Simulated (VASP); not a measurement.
Write the native input for VASP 6.6.1 that does the following.

* Task: single point
* Functional: PBE
* Potentials or basis: VASP PAW PBE potentials, release 64 (Na_pv, H)
* Cutoff: 520 eV
* k mesh: 8 × 8 × 8
* Occupations: fermi-dirac, width 0.02 eV
* Spin: no spin polarisation
* Dipole correction: no
* Further INCAR settings: ALGO = Normal; EDIFF = 1e-06; NBANDS = 11

The structure of NaH lies in POSCAR:

```
NaH
1.0
    2.9323912064      0.0000000000      0.0000000000
    0.0000000000      2.9323912064      0.0000000000
    0.0000000000      0.0000000000      2.7875310808
Na H
1 1
Direct
    0.0000000000      0.0000000000      0.0000000000
    0.5000000000      0.5000000000      0.5000000000
```

This cell differs from its parent crystal: uniaxial z strain -4.9%.

One way to write it, as run:

INCAR

```
SYSTEM = NaH
ALGO = Normal
EDIFF = 1E-6
ENCUT = 520
GGA = PE
ISIF = 2
ISMEAR = -1
LASPH = .True.
LCHARG = .True.
LELF = .True.
LREAL = .False.
LVHAR = .True.
LWAVE = .False.
NBANDS = 11
NELM = 100
PREC = Accurate
SIGMA = 0.02
```

KPOINTS

```
k-points
0
Gamma
  8 8 8
  0 0 0
```

Potentials or basis: VASP PAW PBE potentials, release 64 (Na_pv, H).

Run with:

```bash
$ cat potpaw_PBE.64/Na_pv/POTCAR potpaw_PBE.64/H/POTCAR > POTCAR
$ mpirun -np 1 vasp_std > vasp.out
```

Results of the run:

```
Pressure               : 2.3 GPa
Band gap on the k mesh : 0.85 eV (least direct gap 4.60 eV)
```

Caveat: the cell differs from its parent crystal (uniaxial z strain -4.9%).

Run time: 8.4 s on 1 thread of Intel(R) Xeon(R) Platinum 8259CL CPU @ 2.50GHz (Skylake/Cascade Lake), on a shared host, peak memory 0.14 GiB.
